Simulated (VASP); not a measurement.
Set up this calculation in VASP 6.6.1, as the native input.

```
Task                   : relaxation of cell and atoms
Functional             : LDA
Potentials or basis    : VASP PAW LDA potentials, release 64 (Zn, Se)
Cutoff                 : 600 eV
k mesh                 : 11 × 11 × 11
Occupations            : fermi-dirac, width 0.08 eV
Spin                   : no spin polarisation
Dipole correction      : no
Further INCAR settings : ALGO = Normal; EDIFF = 1e-07; IBRION = 2; EDIFFG = -0.005; NSW = 60; ISIF = 3
```

The structure of ZnSe (zincblende type) lies in POSCAR:

```
ZnSe
1.0
    0.0000000000      2.8798249876      2.8798249876
    2.8798249876      0.0000000000      2.8798249876
    2.8798249876      2.8798249876      0.0000000000
Zn Se
1 1
Direct
    0.0000000000      0.0000000000      0.0000000000
    0.2500000000      0.2500000000      0.2500000000
```

The input as run:

INCAR

```
SYSTEM = ZnSe
  ALGO = Normal
  EDIFF = 1E-7
  EDIFFG = -0.005
  ENCUT = 600
  IBRION = 2
  ISIF = 3
  ISMEAR = -1
  LASPH = .True.
  LCHARG = .False.
  LREAL = .False.
  LWAVE = .False.
  NELM = 100
  NSW = 60
  PREC = Accurate
  SIGMA = 0.08
```

KPOINTS

```
k-points
0
Gamma
  11 11 11
  0 0 0
```

Potentials or basis: VASP PAW LDA potentials, release 64 (Zn, Se).

Run with:

```sh
$ cat potpaw_LDA.64/Zn/POTCAR potpaw_LDA.64/Se/POTCAR > POTCAR
$ mpirun -np 1 vasp_std > vasp.out
```

Results of the run:

The relaxed volume is 21.67 Å³/atom and the relaxed cell is a = 3.943 Å, b = 3.943 Å, c = 3.943 Å, α = 60.00°, β = 60.00°, γ = 60.00°. The space group after relaxing (to 0.05 Å) is F-43m (No. 216) and the energy gained by relaxing is 42.0 meV/atom. The ionic steps are 3. The pressure after relaxing is 0.0 GPa and the band gap on the k mesh is 1.27 eV, direct.

Run time: 84 s on 1 thread of AMD EPYC 9R45 96-Core Processor (Zen 5) (shared host), peak memory 0.18 GiB.
